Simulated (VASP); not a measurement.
Write the native input for VASP 6.6.1 that does the following.

* Task: single point
* Functional: r2SCAN
* Potentials or basis: VASP PAW PBE potentials, release 64 (Cd, S)
* Cutoff: 520 eV
* k mesh: 9 × 9 × 4
* Occupations: gaussian, width 0.02 eV
* Spin: no spin polarisation
* Dipole correction: no
* Further INCAR settings: ALGO = Normal; EDIFF = 1e-07; NBANDS = 26

Crystal: CdS.

```
CELL_PARAMETERS angstrom
4.24550 0.00000 0.00000
-2.12275 3.67671 0.00000
0.00000 0.00000 6.89879
ATOMIC_POSITIONS crystal
Cd 0.33333 0.66667 0.99903
Cd 0.66667 0.33333 0.49903
S 0.33333 0.66667 0.37597
S 0.66667 0.33333 0.87597
```

These files were run (other wordings do the same):

POSCAR

```
CdS
1.0
    4.2455001630      0.0000000000      0.0000000000
   -2.1227500815      3.6767109929      0.0000000000
    0.0000000000      0.0000000000      6.8987851503
Cd S
2 2
Direct
    0.3333333333      0.6666666667     -0.0009655226
    0.6666666667      0.3333333333      0.4990344774
    0.3333333333      0.6666666667      0.3759655226
    0.6666666667      0.3333333333      0.8759655226
```

INCAR.step1

```
SYSTEM = CdS
PREC = Accurate
ENCUT = 520
ISMEAR = 0
SIGMA = 0.02
LREAL = .False.
LASPH = .True.
NELM = 60
NBANDS = 26
GGA = PE
ALGO = Normal
EDIFF = 1E-4
LWAVE = .True.
LCHARG = .False.
```

INCAR.step2

```
SYSTEM = CdS
PREC = Accurate
ENCUT = 520
EDIFF = 1E-7
ISMEAR = 0
SIGMA = 0.02
LREAL = .False.
LASPH = .True.
NELM = 60
ALGO = Normal
ISIF = 2
LWAVE = .False.
LCHARG = .True.
METAGGA = R2SCAN
LMIXTAU = .True.
LELF = .True.
LVHAR = .True.
NBANDS = 26
ISTART = 1
```

KPOINTS

```
Automatic mesh
0
Gamma
  9 9 4
  0 0 0
```

Potentials or basis: VASP PAW PBE potentials, release 64 (Cd, S).

Run with:

```bash
$ cat potpaw_PBE.64/Cd/POTCAR potpaw_PBE.64/S/POTCAR > POTCAR
$ cp INCAR.step1 INCAR
$ mpirun -np 1 vasp_std > vasp.out
$ cp INCAR.step2 INCAR
$ mpirun -np 1 vasp_std > vasp.out
```

Results of the run:

The pressure is -2.9 GPa. The band gap on the k mesh is 1.48 eV.

Caveat: the PAW data sets were made with another functional, which shifts forces and pressure a little.

Wall time 8.9 min on 1 thread of Intel Xeon 8259CL, with other jobs on the host, peak memory 0.29 GiB.
